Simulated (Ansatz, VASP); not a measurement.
## Si in VASP and in Ansatz

File INCAR:

```
SYSTEM = Si
  PREC = Accurate
  ENCUT = 520
  EDIFF = 1E-7
  ISMEAR = -1
  SIGMA = 0.025
  LREAL = .False.
  LASPH = .True.
  NELM = 80
  ALGO = Normal
  ISIF = 2
  LWAVE = .False.
  LCHARG = .False.
  LDIPOL = .True.
  IDIPOL = 3
  DIPOL = 0.5 0.5 0.500
  GGA = PE
  NBANDS = 31
```

The input KPOINTS:

```
regular mesh
0
Gamma
  7 7 1
  0 0 0
```

Contents of POSCAR:

```
Si
1.0
    3.8677060756      0.0000000000      0.0000000000
    0.0000000000      3.8677060756      0.0000000000
    0.0000000000      0.0000000000     27.3069653717
Si
10
Direct
    0.0000000000      0.5000000000      0.2746551987
    0.0000000000      0.0000000000      0.3247318212
    0.5000000000      0.0000000000      0.3748084437
    0.5000000000      0.5000000000      0.4248850662
    0.0000000000      0.5000000000      0.4749616887
    0.0000000000      0.0000000000      0.5250383113
    0.5000000000      0.0000000000      0.5751149338
    0.5000000000      0.5000000000      0.6251915563
    0.0000000000      0.5000000000      0.6752681788
    0.0000000000      0.0000000000      0.7253448013
```

Input for Ansatz:

```yaml
crystal:
  lattice:
    - [3.8677060756, 0.0, 0.0]
    - [0.0, 3.8677060756, 0.0]
    - [0.0, 0.0, 27.3069653717]
  atoms:
    - { symbol: Si, position: [0.0, 0.5, 0.2746551987] }
    - { symbol: Si, position: [0.0, 0.0, 0.3247318212] }
    - { symbol: Si, position: [0.5, 0.0, 0.3748084437] }
    - { symbol: Si, position: [0.5, 0.5, 0.4248850662] }
    - { symbol: Si, position: [0.0, 0.5, 0.4749616887] }
    - { symbol: Si, position: [0.0, 0.0, 0.5250383113] }
    - { symbol: Si, position: [0.5, 0.0, 0.5751149338] }
    - { symbol: Si, position: [0.5, 0.5, 0.6251915563] }
    - { symbol: Si, position: [0.0, 0.5, 0.6752681788] }
    - { symbol: Si, position: [0.0, 0.0, 0.7253448013] }
basis:
  ecutwfc: 420
kpoints:
  mp_grid: { grid: [7, 7, 1] }
hamiltonian:
  xc: pbe
scf:
  occupations: { method: fermi_dirac, width: 0.025 }
output:
  forces: true
  stress: true
  eigenvalues: true
efield:
  axis: 3
  dipole_correction: true
  ramp_width: 0.04
```

Alike in both runs: task single point; functional PBE; k mesh 7 × 7 × 1; occupations fermi-dirac, width 0.025 eV; no spin polarisation.

```csv
,VASP,Ansatz
version,VASP 6.6.1,Ansatz 0.2.0
potentials or method,"VASP PAW PBE potentials, release 64 (Si), cutoff 520 eV","scalar-relativistic, plane waves, PAW"
valence electrons in the cell,40,40
```

Ansatz gave:

- gap on the k mesh at the Fermi level (eV): none
- rms of the force components (eV/Å): 0.038

Question: What did VASP give for the same quantities?

Answer: gap on the k mesh at the Fermi level (eV): none; rms of the force components (eV/Å): 0.039.

Atom by atom the forces differ by 0.002 eV/Å (rms over components). A gap of «none» marks a metal or a gap that the smearing closes. The functional is the same, so the differences come from potentials, cutoffs and numerics.
